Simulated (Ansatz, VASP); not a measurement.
HfC: VASP beside Ansatz

File POSCAR:

```
HfC
1.0
    0.0000000000      2.4358782111      2.4358782111
    2.4358782111      0.0000000000      2.4358782111
    2.4358782111      2.4358782111      0.0000000000
Hf C
1 1
Direct
    0.5000000000      0.5000000000      0.5000000000
    0.0000000000      0.0000000000      0.0000000000
```

Contents of INCAR.step1:

```
PREC     = Accurate       # precision mode
ENCUT    = 520            # plane-wave cutoff, eV
ISMEAR   = 0              # smearing method
SIGMA    = 0.005          # smearing width, eV
LREAL    = False          # projectors in reciprocal space
LASPH    = True           # aspherical terms in the spheres
NELM     = 150            # most SCF steps
MAGMOM   = 0 0 0 0 0 0    # initial moments
LSORBIT  = True           # spin-orbit coupling
GGA_COMPAT= False        
LMAXMIX  = 4              # l up to which the mixer works
LDAU     = True           # DFT+U
LDAUTYPE = 2            
LDAUL    = 2 -1           # shell
LDAUU    = 7 0            # U, eV
LDAUJ    = 0 0          
NBANDS   = 26             # bands
GGA      = PE             # functional
ALGO     = Normal         # electronic algorithm
EDIFF    = 1E-4           # SCF threshold, eV
LWAVE    = True           # write WAVECAR
LCHARG   = False          # write CHGCAR
```

The input INCAR.step2:

```
PREC     = Accurate       # precision mode
ENCUT    = 520            # plane-wave cutoff, eV
EDIFF    = 1E-7           # SCF threshold, eV
ISMEAR   = 0              # smearing method
SIGMA    = 0.005          # smearing width, eV
LREAL    = False          # projectors in reciprocal space
LASPH    = True           # aspherical terms in the spheres
NELM     = 150            # most SCF steps
ALGO     = Normal         # electronic algorithm
ISIF     = 2              # what is computed and relaxed
LWAVE    = False          # write WAVECAR
LCHARG   = False          # write CHGCAR
MAGMOM   = 0 0 0 0 0 0    # initial moments
LORBIT   = 11             # projections on sites
LSORBIT  = True           # spin-orbit coupling
GGA_COMPAT= False        
LORBMOM  = True         
LMAXMIX  = 4              # l up to which the mixer works
LDAU     = True           # DFT+U
LDAUTYPE = 2            
LDAUL    = 2 -1           # shell
LDAUU    = 7 0            # U, eV
LDAUJ    = 0 0          
LDAUPRINT= 1            
METAGGA  = R2SCAN         # meta-GGA
LMIXTAU  = True         
NBANDS   = 26             # bands
ISTART   = 1
```

File KPOINTS:

```
regular mesh
0
Gamma
  10 10 10
```

Contents of input.yaml:

```yaml
crystal:
  lattice:
    - [0.0, 2.4358782111, 2.4358782111]
    - [2.4358782111, 0.0, 2.4358782111]
    - [2.4358782111, 2.4358782111, 0.0]
  atoms:
    - { symbol: Hf, position: [0.5, 0.5, 0.5] }
    - { symbol: C, position: [0.0, 0.0, 0.0] }
hamiltonian:
  xc: r2scan
  pseudopotentials: { kind: nc_fr, accuracy: standard }
  hubbard: { sites: [{ species: Hf, l: d, u_eff: 7.0 }] }
magnetization:
  noncollinear: true
  spin_orbit: true
kpoints:
  mp_grid: { grid: [10, 10, 10] }
scf:
  occupations: { method: gaussian, width: 0.005 }
output:
  forces: true
  stress: true
  eigenvalues: true
```

Alike in both runs: task single point; functional r2SCAN; k mesh 10 × 10 × 10; occupations gaussian, width 0.005 eV; non-collinear spin, spin-orbit coupling; Hubbard terms Hf d U = 7.0 eV.

|  | VASP | Ansatz |
| --- | --- | --- |
| version | VASP 6.6.1 | Ansatz 0.2.0 |
| potentials or method | VASP PAW PBE potentials, release 64 (Hf_pv, C) | PseudoDojo standard (PBE files) |
| plane-wave cutoff (eV) | 520 | 1116 |
| valence electrons in the cell | 14 | 16 |

VASP gave:

```
pressure (GPa) : -10.0
```

Task: What did Ansatz give for the same quantities?

Result: Pressure (GPa): -16.4.

VASP's potentials were made for PBE, not for r2SCAN. The programs project onto different local orbitals, so the same U acts differently, and such runs can settle in different states. VASP's potentials hold 14 valence electrons a cell and Ansatz's 16, so a difference there can come from the potentials and not from the codes.

Noted on Ansatz's run: the meta-GGA runs on potentials made for a GGA.
